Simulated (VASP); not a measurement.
Write the native input for VASP 6.6.1 that does the following.

| Item | Value |
| --- | --- |
| Task | single point |
| Functional | r2SCAN |
| Potentials or basis | VASP PAW PBE potentials, release 64 (Ni, Ge_d) |
| Cutoff | 520 eV |
| k mesh | 12 × 12 × 8 |
| Occupations | gaussian, width 0.1 eV |
| Spin | no spin polarisation |
| Dipole correction | no |
| Further INCAR settings | ALGO = Normal; EDIFF = 1e-06; NBANDS = 43 |

The system is Ni2Ge.

```
Ni Ge
1.0
     3.99649    0.00000    0.00000
    -1.99825    3.46106    0.00000
     0.00000    0.00000    5.07201
Ni Ge
4 2
Direct
  0.66667 0.33333 0.25000
  0.33333 0.66667 0.75000
  0.00000 0.00000 0.00000
  0.00000 0.00000 0.50000
  0.66667 0.33333 0.75000
  0.33333 0.66667 0.25000
```

One way to write it, as run:

POSCAR

```
Ni2Ge
1.0
    3.9964933412      0.0000000000      0.0000000000
   -1.9982466706      3.4610647595      0.0000000000
    0.0000000000      0.0000000000      5.0720062742
Ni Ge
4 2
Direct
    0.6666666667      0.3333333333      0.2500000000
    0.3333333333      0.6666666667      0.7500000000
    0.0000000000      0.0000000000      0.0000000000
    0.0000000000      0.0000000000      0.5000000000
    0.6666666667      0.3333333333      0.7500000000
    0.3333333333      0.6666666667      0.2500000000
```

INCAR.step1

```
ALGO = Normal
EDIFF = 1E-4
ENCUT = 520
GGA = PE
ISMEAR = 0
LASPH = True
LCHARG = False
LREAL = False
LWAVE = True
NBANDS = 43
NELM = 80
PREC = Accurate
SIGMA = 0.1
```

INCAR.step2

```
ALGO = Normal
EDIFF = 1E-6
ENCUT = 520
ISIF = 2
ISMEAR = 0
ISTART = 1
LASPH = True
LCHARG = False
LMIXTAU = True
LREAL = False
LWAVE = False
METAGGA = R2SCAN
NBANDS = 43
NELM = 80
PREC = Accurate
SIGMA = 0.1
```

KPOINTS

```
k-points
0
Gamma
  12 12 8
```

Potentials or basis: VASP PAW PBE potentials, release 64 (Ni, Ge_d).

Run with:

```console
$ cat potpaw_PBE.64/Ni/POTCAR potpaw_PBE.64/Ge_d/POTCAR > POTCAR
$ cp INCAR.step1 INCAR
$ mpirun -np 1 vasp_std > vasp.out
$ cp INCAR.step2 INCAR
$ mpirun -np 1 vasp_std > vasp.out
```

It gave:

The pressure is -2.9 GPa and the band gap on the k mesh is zero (bands 34 and 35 overlap by 3.04 eV).

Caveat: the PAW data sets were made with another functional, which shifts forces and pressure a little.

Wall time 11 min on 1 thread of AMD EPYC 9R45 96-Core Processor (Zen 5), with other jobs on the host, peak memory 0.32 GiB.
